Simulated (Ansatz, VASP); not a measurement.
Two plane-wave programs on SiO2

File POSCAR:

```
SiO2
1.0
   -2.3740500000      2.3740500000      3.7440000000
    2.3740500000     -2.3740500000      3.7440000000
    2.3740500000      2.3740500000     -3.7440000000
Si O
2 4
Direct
    0.0000000000      0.0000000000      0.0000000000
    0.7500000000      0.2500000000      0.5000000000
    0.9983800000      0.6250000000      0.8733800000
    0.3750000000      0.2483800000      0.3733800000
    0.7516200000      0.1250000000      0.1266200000
    0.8750000000      0.0016200000      0.6266200000
```

INCAR.step1

```
  PREC = Accurate
  ENCUT = 520
  ISMEAR = 0
  SIGMA = 0.02
  LREAL = F
  LASPH = T
  NELM = 80
  NBANDS = 25
  GGA = PE
  ALGO = Normal
  EDIFF = 1E-4
  LWAVE = T
  LCHARG = F
```

INCAR.step2

```
  PREC = Accurate
  ENCUT = 520
  EDIFF = 1E-6
  ISMEAR = 0
  SIGMA = 0.02
  LREAL = F
  LASPH = T
  NELM = 80
  ALGO = Normal
  ISIF = 2
  LWAVE = F
  LCHARG = F
  METAGGA = R2SCAN
  LMIXTAU = T
  NBANDS = 25
  ISTART = 1
```

File KPOINTS:

```
Automatic mesh
0
Gamma
  6 6 6
```

Input for Ansatz:

```yaml
crystal:
  lattice:
    - [-2.37405, 2.37405, 3.744]
    - [2.37405, -2.37405, 3.744]
    - [2.37405, 2.37405, -3.744]
  atoms:
    - { symbol: Si, position: [0.0, 0.0, 0.0] }
    - { symbol: Si, position: [0.75, 0.25, 0.5] }
    - { symbol: O, position: [0.99838, 0.625, 0.87338] }
    - { symbol: O, position: [0.375, 0.24838, 0.37338] }
    - { symbol: O, position: [0.75162, 0.125, 0.12662] }
    - { symbol: O, position: [0.875, 0.00162, 0.62662] }
basis:
  ecutwfc: 500
kpoints:
  mp_grid: { grid: [6, 6, 6] }
hamiltonian:
  xc: r2scan
scf:
  occupations: { method: gaussian, width: 0.02 }
output:
  forces: true
  stress: true
  eigenvalues: true
```

Alike in both runs: task single point; functional r2SCAN; k mesh 6 × 6 × 6; occupations gaussian, width 0.02 eV; no spin polarisation.

```csv
,VASP,Ansatz
version,VASP 6.6.1,Ansatz 0.2.0
potentials or method,"VASP PAW PBE potentials, release 64 (Si, O), cutoff 520 eV","scalar-relativistic, plane waves, PAW"
valence electrons in the cell,32,32
```

|  | VASP | Ansatz | Ansatz less VASP |
| --- | --- | --- | --- |
| gap on the k mesh at the Fermi level (eV) | 6.69 | 6.70 | +0.001 |
| least direct gap on the mesh (eV) | 6.69 | 6.70 | +0.001 |
| pressure (GPa) | -1.1 | -1.3 | -0.23 |
| traceless stress, the component that is largest in VASP (GPa) | -1.30 | -1.36 | -0.059 |
| rms of the force components (eV/Å) | 0.088 | 0.091 | +0.0026 |

VASP's potentials were made for PBE, not for r2SCAN. Atom by atom the forces differ by 0.003 eV/Å (rms over components).
